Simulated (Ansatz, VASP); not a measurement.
**Two plane-wave programs on Al**

The input INCAR:

```
PREC = Accurate
ENCUT = 600
EDIFF = 1E-7
ISMEAR = 0
SIGMA = 0.1
LREAL = F
LASPH = T
NELM = 100
ALGO = Fast
ISIF = 3
LWAVE = F
LCHARG = F
GGA = PE
IBRION = 2
NSW = 100
EDIFFG = -0.01
```

KPOINTS

```
Automatic mesh
0
Gamma
  26 26 26
```

File POSCAR:

```
Al
1.0
   -1.4498408692      1.4498408692      4.4718028303
    1.4498408692     -1.4498408692      4.4718028303
    1.4498408692      1.4498408692     -4.4718028303
Al
2
Direct
    0.1466911833      0.1466911833      0.0000000000
    0.8533088167      0.8533088167      0.0000000000
```

Input for Ansatz:

```yaml
crystal:
  lattice:
    - [-1.4498408692, 1.4498408692, 4.4718028303]
    - [1.4498408692, -1.4498408692, 4.4718028303]
    - [1.4498408692, 1.4498408692, -4.4718028303]
  atoms:
    - { symbol: Al, position: [0.1466911833, 0.1466911833, 0.0] }
    - { symbol: Al, position: [0.8533088167, 0.8533088167, 0.0] }
basis:
  ecutwfc: 420
kpoints:
  mp_grid: { grid: [26, 26, 26] }
hamiltonian:
  xc: pbe
scf:
  occupations: { method: gaussian, width: 0.1 }
output:
  forces: true
  stress: true
  eigenvalues: true
relax:
  adjacent_minimum: "off"
  f_tol: 0.01
  max_steps: 80
  cell: { stress_tol: 0.05 }
```

Alike in both runs: task relaxation of cell and atoms; functional PBE; k mesh 26 × 26 × 26; occupations gaussian, width 0.1 eV; no spin polarisation.

```csv
,VASP,Ansatz
version,VASP 6.6.1,Ansatz 0.2.0
potentials or method,"VASP PAW PBE potentials, release 64 (Al), cutoff 600 eV","scalar-relativistic, plane waves, PAW"
valence electrons in the cell,6,6
```

Ansatz gave:

```
gap on the k mesh at the Fermi level, each at its own relaxed structure (eV) : none
relaxed volume (Å³/atom)                                                     : 18.67
relaxed length of the cell vector where the two differ most in proportion (Å)              : 5.085
```

**Question.** Which values does VASP return?

**Answer.** gap on the k mesh at the Fermi level, each at its own relaxed structure (eV): none; relaxed volume (Å³/atom): 18.67; relaxed length of the cell vector where the two differ most in proportion (Å): 5.082.

A gap of «none» marks a metal or a gap that the smearing closes.
